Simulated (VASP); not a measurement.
Write the native input for VASP 6.6.1 that does the following.

```yaml
Task: single point
Functional: BLYP
Potentials_or_basis: VASP PAW PBE potentials, release 64 (Mn_pv)
Cutoff: 520 eV
k_mesh: 10 × 10 × 14
Occupations: fermi-dirac, width 0.1 eV
Spin: no spin polarisation
Dipole_correction: no
Further_INCAR_settings: ALGO = Normal; EDIFF = 1e-06; NBANDS = 26
```

The structure of Mn lies in POSCAR:

```
Mn
1.0
    3.9991594524      0.0000000000      0.0000000000
   -1.9995797262      3.4633736796      0.0000000000
    0.0000000000      0.0000000000      2.5216525173
Mn
3
Direct
    1.0000000000      0.0000000000      0.0000000000
    0.3333333333      0.6666666667      0.5000000000
    0.6666666667      0.3333333333      0.5000000000
```

This isn't the form of Mn at room conditions, which is a 58-atom cubic cell.

One way to write it, as run:

INCAR

```
PREC = Accurate ; ENCUT = 520
EDIFF = 1E-6 ; ISMEAR = -1
SIGMA = 0.1 ; LREAL = False
LASPH = True ; NELM = 80
ALGO = Normal ; ISIF = 2
LWAVE = False ; LCHARG = False
GGA = B5 ; ALDAX = 1.0
AGGAX = 1.0 ; AGGAC = 1.0
ALDAC = 0.0 ; NBANDS = 26
```

KPOINTS

```
regular mesh
0
Gamma
  10 10 14
```

Potentials or basis: VASP PAW PBE potentials, release 64 (Mn_pv).

Run with:

```console
$ cat potpaw_PBE.64/Mn_pv/POTCAR > POTCAR
$ mpirun -np 1 vasp_std > vasp.out
```

Results of the run:

```
Pressure               : -8.6 GPa
Band gap on the k mesh : zero (an odd number of electrons rules out a gap without spin polarisation)
```

Caveat: the cell stands under tension; the PAW data sets were made with another functional, which shifts forces and pressure a little; the run has no spin polarisation, though such a crystal can be magnetic.

It took 58 s on 1 thread of Intel(R) Xeon(R) 6975P-C (Granite Rapids), on a shared host, peak memory 0.19 GiB.
